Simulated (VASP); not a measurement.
# ZnO (Fm-3m) in VASP: a series of runs

The runs below take ZnO through single point, with PBE.

Everything below comes from runs of VASP 6.6.1. Logs are shortened: lines on timing, memory, paths and dates and some standing lists are left out, and cuts for length are marked.

### 1 The cell of the first run

Symmetry: Fm-3m, No. 225, cubic system. Conventional cell: a = 4.280 Å, b = 4.280 Å, c = 4.280 Å, α = 90.00°, β = 90.00°, γ = 90.00°. Within 2.8 Å of Zn (site symmetry m-3m) lie 6 O at 2.14 Å. Within 2.8 Å of O (site symmetry m-3m) lie 6 Zn at 2.14 Å.

### 2 Single point, PBE

Contents of INCAR:

```
SYSTEM = ZnO
  PREC = Accurate
  ENCUT = 520
  EDIFF = 1E-6
  ISMEAR = -1
  SIGMA = 0.03
  LREAL = .False.
  LASPH = .True.
  NELM = 60
  ALGO = Normal
  ISIF = 2
  LWAVE = .False.
  LCHARG = .False.
  GGA = PE
  NBANDS = 16
```

Contents of KPOINTS:

```
Automatic mesh
0
Gamma
  10 10 10
  0 0 0
```

Contents of POSCAR:

```
ZnO
1.0
    0.0000000000      2.1400000000      2.1400000000
    2.1400000000      0.0000000000      2.1400000000
    2.1400000000      2.1400000000      0.0000000000
Zn O
1 1
Direct
    0.0000000000      0.0000000000      0.0000000000
    0.5000000000      0.5000000000      0.5000000000
```

Potentials or basis: VASP PAW PBE potentials, release 64 (Zn, O).

Command:

```
$ cat potpaw_PBE.64/Zn/POTCAR potpaw_PBE.64/O/POTCAR > POTCAR
$ mpirun -np 1 vasp_std > vasp.out
```

OUTCAR:

```text
SYSTEM = ZnO
   PREC = Accurate
   ENCUT = 520
   EDIFF = 1E-6
   ISMEAR = -1
   LREAL = .False.
   LASPH = .True.
   NELM = 60
   ISIF = 2
   GGA = PE

 ion  position               nearest neighbor table
   1  0.000  0.000  0.000-   2 2.14   2 2.14   2 2.14   2 2.14   2 2.14   2 2.14
   2  0.500  0.500  0.500-   1 2.14   1 2.14   1 2.14   1 2.14   1 2.14   1 2.14

  LATTYP: Found a face centered cubic cell.
 ALAT       =     4.2800000000

  Lattice vectors:

 A1 = (   0.0000000000,   2.1400000000,   2.1400000000)
 A2 = (   2.1400000000,   0.0000000000,   2.1400000000)
 A3 = (   2.1400000000,   2.1400000000,   0.0000000000)

Analysis of symmetry for initial positions (statically):
=====================================================================
 Subroutine PRICEL returns:
 Original cell was already a primitive cell.

 Routine SETGRP: Setting up the symmetry group for a
 face centered cubic supercell.

 Subroutine GETGRP returns: Found 48 space group operations
 (whereof 48 operations were pure point group operations)
 out of a pool of 48 trial point group operations.

The static configuration has the point symmetry O_h .

Analysis of symmetry for dynamics (positions and initial velocities):
=====================================================================
 Subroutine PRICEL returns:
 Original cell was already a primitive cell.

 Routine SETGRP: Setting up the symmetry group for a
 face centered cubic supercell.

 Subroutine GETGRP returns: Found 48 space group operations
 (whereof 48 operations were pure point group operations)
 out of a pool of 48 trial point group operations.

The dynamic configuration has the point symmetry O_h .

 Subroutine INISYM returns: Found 48 space group operations
 (whereof 48 operations are pure point group operations),
 and found     1 'primitive' translations

----------------------------------------------------------------------------------------

                                     Primitive cell

  volume of cell :      19.6007

  direct lattice vectors                    reciprocal lattice vectors
     0.000000000  2.140000000  2.140000000    -0.233644860  0.233644860  0.233644860
     2.140000000  0.000000000  2.140000000     0.233644860 -0.233644860  0.233644860
     2.140000000  2.140000000  0.000000000     0.233644860  0.233644860 -0.233644860
[... 74 lines left out ...]
 SYSTEM =  ZnO
   PREC   = accura    normal or accurate (medium, high low for compatibility)
   ISTART =      0    job   : 0-new  1-cont  2-samecut
   ICHARG =      2    charge: 1-file 2-atom 10-const
   ISPIN  =      1    spin polarized calculation?
   LNONCOLLINEAR =      F non collinear calculations
   LSORBIT =      F    spin-orbit coupling
   LASPH  =      T    aspherical Exc in radial PAW
   ENCUT  =  520.0 eV  38.22 Ry    6.18 a.u.   5.63  5.63  5.63*2*pi/ulx,y,z
   NELM   =     60;   NELMIN=  2; NELMDL= -5     # of ELM steps
   EDIFF  = 0.1E-05   stopping-criterion for ELM
   LREAL  =      F    real-space projection
   EDIFFG = 0.1E-04   stopping-criterion for IOM
   NSW    =      0    number of steps for IOM
   IBRION =     -1    ionic relax: 0-MD 1-quasi-New 2-CG
   NFREE  =      0    steps in history (QN), initial steepest desc. (CG)
   ISIF   =      2    stress and relaxation
   ISYM   =      2    0-nonsym 1-usesym 2-fastsym
   POTIM  = 0.5000    time-step for ionic-motion
   TEBEG  =    0.0;   TEEND  =   0.0 temperature during run
   PSTRESS=    0.0 pullay stress
   NELECT =      18.0000    total number of electrons
   NUPDOWN=      -1.0000    fix difference up-down
   EMIN   =  10.00;   EMAX   =-10.00  energy-range for DOS
   EFERMI =   0.00;   METHOD = LEGACY
   ISMEAR =    -1;   SIGMA  =   0.03  broadening in eV -4-tet -1-fermi 0-gaus
   EFERMI_NEDOS =   21; number of points for ismear=-14 and -15
   IALGO  =     38    algorithm
   IMIX   =      4    mixing-type and parameters
     AMIX     =   0.40;   BMIX     =  1.00
     AMIX_MAG =   1.60;   BMIX_MAG =  1.00
  volume/ion in A,a.u.               =       9.80        66.14
  Fermi-wavevector in a.u.,A,eV,Ry     =   1.591263  3.007051 34.451545  2.532117
  Thomas-Fermi vector in A             =   2.689830
   LORBIT       =      0    0 simple, 1 ext, 2 COOP (PROOUT), +10 PAW based schemes
   GGA     = PE    functional components
   LHFCALC =     F    Hartree Fock is set to
   AEXX    =    0.0000 exact exchange contribution
   IVDW    =     0    specifies the selected vdW correction
   LEPSILON=     F    determine dielectric tensor
   LRPA    =     F    only Hartree local field effects (RPA)
 non-spin polarized calculation
  energy-cutoff  :      520.00
  volume of cell :       19.60
 maximum number of plane-waves:       544
   NGX = 11   NGY = 11   NGZ = 11

 number of electron      18.0000008 magnetization

 Free energy of the ion-electron system (eV)
  ---------------------------------------------------
  ext. energy  EPLUGINS =         0.00000000
  ---------------------------------------------------
  free energy    TOTEN  =        -8.61353081 eV

  energy without entropy =       -8.61353081  energy(sigma->0) =       -8.61353081

 E-fermi :   3.2147     XC(G=0): -12.2941

 val. band max:        2.7347982517   @ k =   0.5000   0.0000   0.0000
 cond. band min:       3.6107007296   @ k =   0.0000   0.0000   0.0000
 fundamental gap:      0.8759024780
 Fermi energy:         3.2146876945

 k-point     1 :       0.0000    0.0000    0.0000
  band No.  band energies     occupation
      1     -15.8609      2.00000
      2      -2.1232      2.00000
      3      -2.1232      2.00000
      4      -2.1232      2.00000
      5      -1.9079      2.00000
      6      -1.9079      2.00000
[... 433 lines left out ...]
      3      -2.5303      2.00000
      4      -2.0895      2.00000
      5      -1.8749      2.00000
      6      -1.6729      2.00000
[... 8 lines left out ...]
     15      30.2371      0.00000
     16      30.6432      0.00000

 [... further k-points ...]
[... 5 lines left out ...]
  --------------------------------------------------------------------------------------
  -------------------------------------------------------------------------------------
  Total        0.9002088      0.9002088      0.9002088      0.0000000      0.0000000     -0.0000000
  in kB       73.5838547     73.5838547     73.5838547      0.0000000      0.0000000     -0.0000000
  external PRESSURE =      73.5838547 kB  Pullay stress =       0.0000000 kB

 VOLUME and BASIS-vectors are now :
 -----------------------------------------------------------------------------
  energy-cutoff  :      520.00
  volume of cell :       19.60
      direct lattice vectors                 reciprocal lattice vectors
     0.000000000  2.140000000  2.140000000    -0.233644860  0.233644860  0.233644860
     2.140000000  0.000000000  2.140000000     0.233644860 -0.233644860  0.233644860
     2.140000000  2.140000000  0.000000000     0.233644860  0.233644860 -0.233644860

 POSITION                                       TOTAL-FORCE (eV/Angst)
 -----------------------------------------------------------------------------------
      0.00000      0.00000      0.00000        -0.000000     -0.000000     -0.000000
      2.14000      2.14000      2.14000         0.000000      0.000000      0.000000
 -----------------------------------------------------------------------------------
    total drift:                                0.000000     -0.000000     -0.000000

  FREE ENERGIE OF THE ION-ELECTRON SYSTEM (eV)
  ---------------------------------------------------
  free  energy   TOTEN  =        -8.6135308095 eV

  energy  without entropy=       -8.6135308059  energy(sigma->0) =       -8.61353081
```

OSZICAR:

```text
N       E                     dE             d eps       ncg     rms          rms(c)
DAV:   1     0.898223026533E+02    0.89822E+02   -0.97909E+03  1568   0.173E+03
DAV:   2    -0.558137773015E+01   -0.95404E+02   -0.86803E+02  1640   0.297E+02
DAV:   3    -0.100822383714E+02   -0.45009E+01   -0.44836E+01  1696   0.646E+01
DAV:   4    -0.101024744201E+02   -0.20236E-01   -0.20235E-01  1808   0.434E+00
DAV:   5    -0.101025342104E+02   -0.59790E-04   -0.59790E-04  1776   0.222E-01    0.940E+00
DAV:   6    -0.863205858914E+01    0.14705E+01   -0.27441E+00  2216   0.501E+01    0.638E+00
DAV:   7    -0.862905824520E+01    0.30003E-02   -0.50044E-01  1760   0.113E+01    0.352E+00
DAV:   8    -0.861588055636E+01    0.13178E-01   -0.60462E-02  1576   0.230E+00    0.564E-01
DAV:   9    -0.861339827340E+01    0.24823E-02   -0.54056E-03  2272   0.137E+00    0.764E-02
DAV:  10    -0.861350432352E+01   -0.10605E-03   -0.90670E-04  1616   0.271E-01    0.403E-02
DAV:  11    -0.861353097199E+01   -0.26648E-04   -0.28501E-05  1800   0.761E-02    0.611E-03
DAV:  12    -0.861353080949E+01    0.16250E-06   -0.14919E-06  1328   0.175E-02
   1 F= -.86135308E+01 E0= -.86135308E+01  d E =-.358933E-08
```

stdout:

```text
POSCAR found type information on POSCAR ZnO
 POSCAR found :  2 types and       2 ions
 scaLAPACK will be used
 LDA part: xc-table for (Slater+PW92), standard interpolation
 POSCAR, INCAR and KPOINTS ok, starting setup
 FFT: planning ... GRIDC
 FFT: planning ... GRID_SOFT
 FFT: planning ... GRID
 WAVECAR not read
 entering main loop
```

It took 14 s on 1 thread of AMD EPYC 7R13 (Zen 3), shared host; peak memory 0.11 GiB.

What came out:

```
Free energy            : -8.6135 eV
Pressure               : 7.4 GPa
Band gap on the k mesh : 0.88 eV, indirect (least direct gap 2.24 eV)
```

### 3 Single point, PBE (volume scaled by 1.025)

Contents of INCAR:

```
SYSTEM = ZnO
PREC = Accurate ; ENCUT = 520
EDIFF = 1E-6 ; ISMEAR = -1
SIGMA = 0.03 ; LREAL = .False.
LASPH = .True. ; NELM = 80
ALGO = Normal ; ISIF = 2
LWAVE = .False. ; LCHARG = .False.
GGA = PE ; NBANDS = 16
```

KPOINTS is that of step 2.

Contents of POSCAR:

```
ZnO
1.0
    0.0000000000      2.1576867525      2.1576867525
    2.1576867525      0.0000000000      2.1576867525
    2.1576867525      2.1576867525      0.0000000000
Zn O
1 1
Direct
    0.0000000000      0.0000000000      0.0000000000
    0.5000000000      0.5000000000      0.5000000000
```

Potentials or basis: VASP PAW PBE potentials, release 64 (Zn, O).

Command:

```
$ cat potpaw_PBE.64/Zn/POTCAR potpaw_PBE.64/O/POTCAR > POTCAR
$ mpirun -np 1 vasp_std > vasp.out
```

Run time: 14 s. Hardware: 1 thread of AMD EPYC 7R13 (Zen 3), shared host; peak memory 0.11 GiB.

It converged, with:

* Free energy: -8.6294 eV
* Pressure: 2.7 GPa
* Band gap on the k mesh: 0.77 eV, indirect (least direct gap 2.04 eV)

Levels at points of the mesh, in eV from the valence-band top:
```tsv
k point	band 6	band 7	band 8	band 9	band 10	band 11	band 12	band 13
(0.00, 0.00, 0.00)	-4.61	-1.28	-1.28	-1.28	0.77	17.83	17.83	17.83
(0.50, 0.00, 0.00)	-4.42	-3.59	0.00	0.00	5.40	8.87	12.68	12.68
(0.50, 0.50, 0.00)	-4.31	-4.02	-2.67	-2.67	4.11	10.52	11.22	15.16
```

 A k mesh can miss the band edges.

(Continued in part 2 of 2.)
